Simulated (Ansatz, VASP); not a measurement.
**Li2H in VASP and in Ansatz**

```
Li H
1.0
    -1.91964    1.91964    2.96835
     1.91964   -1.91964    2.96835
     1.91964    1.91964   -2.96835
Li H
2 1
Direct
  0.71579 0.71579 0.00000
  0.28421 0.28421 0.00000
  0.00000 0.00000 0.00000
```

Alike in both runs: functional PBE; k mesh 18 × 18 × 18; occupations gaussian, width 0.1 eV; no spin polarisation.

Ansatz relaxed the structure, and its values are those at the end. VASP's run is a single point on that final structure, the one shown.

|  | VASP | Ansatz |
| --- | --- | --- |
| version | VASP 6.6.1 | Ansatz 0.2.0 |
| potentials or method | VASP PAW PBE potentials, release 64 (Li_sv, H), cutoff 520 eV | scalar-relativistic, plane waves, PAW |
| valence electrons in the cell | 7 | 7 |

```csv
,VASP,Ansatz,Ansatz less VASP
gap on the k mesh at the Fermi level (eV),none,none,-
rms of the force components (eV/Å),0.003,0.000,-0.0027
```

A gap of «none» marks a metal or a gap that the smearing closes. The functional is the same, so the differences come from potentials, cutoffs and numerics.

Noted on VASP's run: the cutoff is short for stress, so the pressure is rough.
